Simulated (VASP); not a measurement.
# Pt (Im-3m) in VASP: a series of runs, part 2 of 2

VASP 6.6.1.

### 4 Single point, revPBE

This run uses another cell than the first one, of 15.49 Å³/atom.

INCAR

```
SYSTEM = Pt
PREC = Accurate
ENCUT = 500
EDIFF = 1E-6
ISMEAR = 0
SIGMA = 0.1
LREAL = .False.
LASPH = .True.
NELM = 120
ALGO = Normal
ISIF = 2
LWAVE = .False.
LCHARG = .False.
GGA = RE
NBANDS = 11
GGA_COMPAT = .False.
```

KPOINTS

```
Automatic mesh
0
Gamma
  8 8 8
  0 0 0
```

POSCAR

```
Pt
1.0
   -1.5705173956      1.5705173956      1.5705173956
    1.5705173956     -1.5705173956      1.5705173956
    1.5705173956      1.5705173956     -1.5705173956
Pt
1
Direct
    0.0000000000      0.0000000000      0.0000000000
```

Potentials or basis: VASP PAW PBE potentials, release 64 (Pt).

On the command line:

```console
> cat potpaw_PBE.64/Pt/POTCAR > POTCAR
> mpirun -np 1 vasp_std > vasp.out
```

OUTCAR:

```text
SYSTEM = Pt
   PREC = Accurate
   ENCUT = 500
   EDIFF = 1E-6
   ISMEAR = 0
   LREAL = .False.
   LASPH = .True.
   NELM = 120
   ISIF = 2
   GGA = RE

 ion  position               nearest neighbor table
   1  0.000  0.000  0.000-

  LATTYP: Found a body centered cubic cell.
 ALAT       =     3.1410347912

  Lattice vectors:

 A1 = (  -1.5705173956,   1.5705173956,   1.5705173956)
 A2 = (   1.5705173956,  -1.5705173956,   1.5705173956)
 A3 = (   1.5705173956,   1.5705173956,  -1.5705173956)

Analysis of symmetry for initial positions (statically):
=====================================================================
 Subroutine PRICEL returns:
 Original cell was already a primitive cell.

 Routine SETGRP: Setting up the symmetry group for a
 body centered cubic supercell.

 Subroutine GETGRP returns: Found 48 space group operations
 (whereof 48 operations were pure point group operations)
 out of a pool of 48 trial point group operations.

The static configuration has the point symmetry O_h .

Analysis of symmetry for dynamics (positions and initial velocities):
[... 161 lines left out ...]
 val. band max:       10.6701866430   @ k =  -0.3750   0.3750   0.1250
 cond. band min:      10.6947715213   @ k =  -0.3750   0.5000   0.1250
 fundamental gap:      0.0245848783
 Fermi energy:        10.6832931804

 k-point     1 :       0.0000    0.0000    0.0000
  band No.  band energies     occupation
      1       0.9350      2.00000
      2       7.0534      2.00000
      3       7.0534      2.00000
      4       7.0534      2.00000
      5       9.5950      2.00000
      6       9.5950      2.00000
      7      27.6877      0.00000
      8      27.6877      0.00000
      9      27.6877      0.00000
     10      37.9724      0.00000
     11      37.9725      0.00000
[... 309 lines left out ...]
 k-point    24 :      -0.3750    0.3750    0.2500
  band No.  band energies     occupation
      1       5.3261      2.00000
      2       5.8913      2.00000
      3       7.8034      2.00000
      4       8.4748      2.00000
      5      10.4286      1.99968
      6      12.3521      0.00000
      7      21.5596      0.00000
      8      24.3800      0.00000
      9      26.6396      0.00000
     10      29.6725      0.00000
     11      36.3178      0.00000

 [... further k-points ...]
[... 5 lines left out ...]
  --------------------------------------------------------------------------------------
  -------------------------------------------------------------------------------------
  Total        0.9179860      0.9179860      0.9179860     -0.0000000     -0.0000000      0.0000000
  in kB       94.9201432     94.9201432     94.9201432     -0.0000000     -0.0000000      0.0000000
  external PRESSURE =      94.9201432 kB  Pullay stress =       0.0000000 kB

 VOLUME and BASIS-vectors are now :
 -----------------------------------------------------------------------------
  energy-cutoff  :      500.00
  volume of cell :       15.49
      direct lattice vectors                 reciprocal lattice vectors
    -1.570517396  1.570517396  1.570517396     0.000000000  0.318366420  0.318366420
     1.570517396 -1.570517396  1.570517396     0.318366420  0.000000000  0.318366420
     1.570517396  1.570517396 -1.570517396     0.318366420  0.318366420  0.000000000

 POSITION                                       TOTAL-FORCE (eV/Angst)
 -----------------------------------------------------------------------------------
      0.00000      0.00000      0.00000         0.000000      0.000000     -0.000000
 -----------------------------------------------------------------------------------
    total drift:                                0.000000     -0.000000      0.000000

  FREE ENERGIE OF THE ION-ELECTRON SYSTEM (eV)
  ---------------------------------------------------
  free  energy   TOTEN  =        -5.4103817387 eV

  energy  without entropy=       -5.3947481008  energy(sigma->0) =       -5.40256492
```

OSZICAR:

```text
N       E                     dE             d eps       ncg     rms          rms(c)
DAV:   1     0.436940972871E+02    0.43694E+02   -0.53206E+03   638   0.817E+02
DAV:   2    -0.504101169512E+01   -0.48735E+02   -0.46986E+02   719   0.179E+02
DAV:   3    -0.572894631548E+01   -0.68793E+00   -0.67847E+00   737   0.204E+01
DAV:   4    -0.573177921333E+01   -0.28329E-02   -0.28326E-02   722   0.153E+00
DAV:   5    -0.573180278659E+01   -0.23573E-04   -0.23572E-04   766   0.129E-01    0.116E+01
DAV:   6    -0.544246645226E+01    0.28934E+00   -0.63602E-01   674   0.634E+00    0.631E+00
DAV:   7    -0.541368186584E+01    0.28785E-01   -0.11778E-01   722   0.269E+00    0.250E+00
DAV:   8    -0.541162930077E+01    0.20526E-02   -0.21098E-02   683   0.120E+00    0.760E-01
DAV:   9    -0.541037308923E+01    0.12562E-02   -0.39673E-03   692   0.510E-01    0.148E-02
DAV:  10    -0.541038075865E+01   -0.76694E-05   -0.20322E-05   773   0.396E-02    0.556E-03
DAV:  11    -0.541038173872E+01   -0.98006E-06   -0.10204E-06   467   0.887E-03
   1 F= -.54103817E+01 E0= -.54025649E+01  d E =-.156336E-01
```

It took 2.2 s on 1 thread of Intel Xeon 6975P-C (Granite Rapids), shared host; peak memory 0.13 GiB.

Results:

- Free energy: -5.4104 eV
- Pressure: 9.5 GPa
- Band gap on the k mesh: zero (bands 5 and 6 overlap by 2.05 eV)

Caveat: the cell stands under pressure; the PAW data sets were made with another functional, which shifts forces and pressure a little; spin-orbit coupling is left out, which moves the levels of the heavy elements.

### 5 Single point, revPBE

This run uses another cell than the first one, of 14.98 Å³/atom.

INCAR

```
PREC = Accurate
ENCUT = 500
EDIFF = 1E-6
ISMEAR = 0
SIGMA = 0.1
LREAL = False
LASPH = True
NELM = 120
ALGO = Normal
ISIF = 2
LWAVE = False
LCHARG = False
GGA = RE
NBANDS = 11
GGA_COMPAT = False
```

KPOINTS

```
Automatic mesh
0
Gamma
  8 8 8
```

POSCAR

```
Pt
1.0
   -1.5528115745      1.5528115745      1.5528115745
    1.5528115745     -1.5528115745      1.5528115745
    1.5528115745      1.5528115745     -1.5528115745
Pt
1
Direct
    0.0000000000      0.0000000000      0.0000000000
```

On the command line:

```console
> cat potpaw_PBE.64/Pt/POTCAR > POTCAR
> mpirun -np 1 vasp_std > vasp.out
```

Wall time 2.4 s (1 thread of Intel Xeon 6975P-C (Granite Rapids), shared host); peak memory 0.12 GiB.

It converged, with:

| Item | Value |
| --- | --- |
| Free energy | -5.3636 eV |
| Pressure | 19.5 GPa |
| Band gap on the k mesh | zero (bands 5 and 6 overlap by 2.18 eV) |

Levels at points of the mesh, in eV from the Fermi level:
```tsv
k point	band 3	band 4	band 5	band 6	band 7	band 8
(0.00, 0.00, 0.00)	-3.82	-3.82	-1.15	-1.15	16.99	16.99
(0.50, 0.00, 0.00)	-1.33	-0.79	0.04	1.12	6.73	13.19
(0.50, 0.50, 0.50)	0.54	0.54	0.54	7.74	7.74	7.74
```

Caveat: the cell stands under pressure; the PAW data sets were made with another functional, which shifts forces and pressure a little; spin-orbit coupling is left out, which moves the levels of the heavy elements.

### 6 The runs side by side

```csv
cell,gap on the mesh (eV),pressure (GPa)
"a = 2.757 Å, angles 109.5°, 1 atom",none,-0.4
"a = 2.738 Å, angles 109.5°, 1 atom",none,4.5
"a = 2.720 Å, angles 109.5°, 1 atom",none,9.5
"a = 2.690 Å, angles 109.5°, 1 atom",none,19.5
```

Alike in all rows: task single point; level revPBE; potentials or basis VASP PAW PBE potentials, release 64 (Pt); no spin polarisation; k mesh 8 × 8 × 8; cutoff (eV) 500; smearing gaussian 0.1 eV.

Caveats: the PAW data sets were made with another functional, which shifts forces and pressure a little; spin-orbit coupling is left out, which moves the levels of the heavy elements; the cell stands under pressure (at least some runs).

Total energies depend on the potentials used, so only differences within one code and one set of settings carry meaning.
